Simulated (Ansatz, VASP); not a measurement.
## Ga: VASP beside Ansatz

The input INCAR:

```
  PREC = Accurate
  ENCUT = 500
  EDIFF = 1E-6
  ISMEAR = 0
  SIGMA = 0.1
  LREAL = False
  LASPH = True
  NELM = 200
  ALGO = Normal
  ISIF = 2
  LWAVE = False
  LCHARG = False
  ISPIN = 2
  MAGMOM = 0.5
  LORBIT = 11
  GGA = LIBXC
  LIBXC1 = GGA_X_PBE_R
  LIBXC2 = LDA_C_PW
  NBANDS = 16
  GGA_COMPAT = False
```

File KPOINTS:

```
regular mesh
0
Gamma
  13 13 13
```

POSCAR

```
Ga
1.0
   -1.4115506858      1.4115506858      2.3565534592
    1.4115506858     -1.4115506858      2.3565534592
    1.4115506858      1.4115506858     -2.3565534592
Ga
1
Direct
    0.0000000000      0.0000000000      0.0000000000
```

The input input.yaml:

```yaml
crystal:
  lattice:
    - [-1.4115506858, 1.4115506858, 2.3565534592]
    - [1.4115506858, -1.4115506858, 2.3565534592]
    - [1.4115506858, 1.4115506858, -2.3565534592]
  atoms:
    - { symbol: Ga, position: [0.0, 0.0, 0.0], spin: 0.5 }
kpoints:
  mp_grid: { grid: [13, 13, 13] }
scf:
  occupations: { method: gaussian, width: 0.1 }
hamiltonian:
  xc: { exchange: revpbe, correlation: lda }
  pseudopotentials: { kind: all_electron, lapw: { basis_error: 0.001 } }
magnetization:
  spin_polarized: true
output:
  forces: true
  stress: true
  eigenvalues: true
```

Change from the starting cell: volume scaled by 1.06.

Alike in both runs: task single point; functional revpbe exchange, lda correlation; k mesh 13 × 13 × 13; occupations gaussian, width 0.1 eV; collinear spin.

|  | VASP | Ansatz |
| --- | --- | --- |
| version | VASP 6.6.1 | Ansatz 0.2.0 |
| potentials or method | VASP PAW PBE potentials, release 64 (Ga_d), cutoff 500 eV | all-electron LAPW, scalar-relativistic |

VASP gave:

* gap on the k mesh at the Fermi level (eV): none
* pressure (GPa): 9.5
* traceless stress, the component that is largest in VASP (GPa): -0.26
* net moment per atom (μB): 0.00

Which values does Ansatz return?

gap on the k mesh at the Fermi level (eV): none; pressure (GPa): 9.5; traceless stress, the component that is largest in VASP (GPa): -0.22; net moment per atom (μB): 0.00.

VASP's potentials were made for PBE, not for revpbe exchange, lda correlation. A gap of «none» marks a metal or a gap that the smearing closes. Ansatz ran all-electron here, and VASP with PAW potentials.
